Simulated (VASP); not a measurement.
Write the native input for VASP 6.6.1 that does the following.

```
Task                   : single point
Functional             : PBEsol
Potentials or basis    : VASP PAW PBE potentials, release 64 (Li_sv, Cl)
Cutoff                 : 750 eV
k mesh                 : 8 × 8 × 8
Occupations            : gaussian, width 0.02 eV
Spin                   : no spin polarisation
Dipole correction      : no
Further INCAR settings : ALGO = Normal; EDIFF = 1e-06; NBANDS = 12
```

The structure of LiCl lies in POSCAR:

```
LiCl
1.0
    0.0000000000      2.5142085804      2.5142085804
    2.5142085804      0.0000000000      2.5142085804
    2.5142085804      2.5142085804      0.0000000000
Li Cl
1 1
Direct
    0.0000000000      0.0000000000      0.0000000000
    0.5000000000      0.5000000000      0.5000000000
```

This cell differs from its parent crystal: strained.

One way to write it, as run:

INCAR

```
SYSTEM = LiCl
PREC = Accurate
ENCUT = 750
EDIFF = 1E-6
ISMEAR = 0
SIGMA = 0.02
LREAL = .FALSE.
LASPH = .TRUE.
NELM = 120
ALGO = Normal
ISIF = 2
LWAVE = .FALSE.
LCHARG = .FALSE.
GGA = PS
NBANDS = 12
GGA_COMPAT = .FALSE.
```

KPOINTS

```
Automatic mesh
0
G
  8 8 8
  0 0 0
```

Potentials or basis: VASP PAW PBE potentials, release 64 (Li_sv, Cl).

Command:

```bash
$ cat potpaw_PBE.64/Li_sv/POTCAR potpaw_PBE.64/Cl/POTCAR > POTCAR
$ mpirun -np 1 vasp_std > vasp.out
```

It gave:

```json
{
  "Pressure": "0.7 GPa",
  "Band gap on the k mesh": "6.48 eV"
}
```

Caveat: the cell differs from its parent crystal (strained); the PAW data sets were made with another functional, which shifts forces and pressure a little.

It took 25 s on 1 thread of Intel Xeon 8259CL (shared host), peak memory 0.17 GiB.
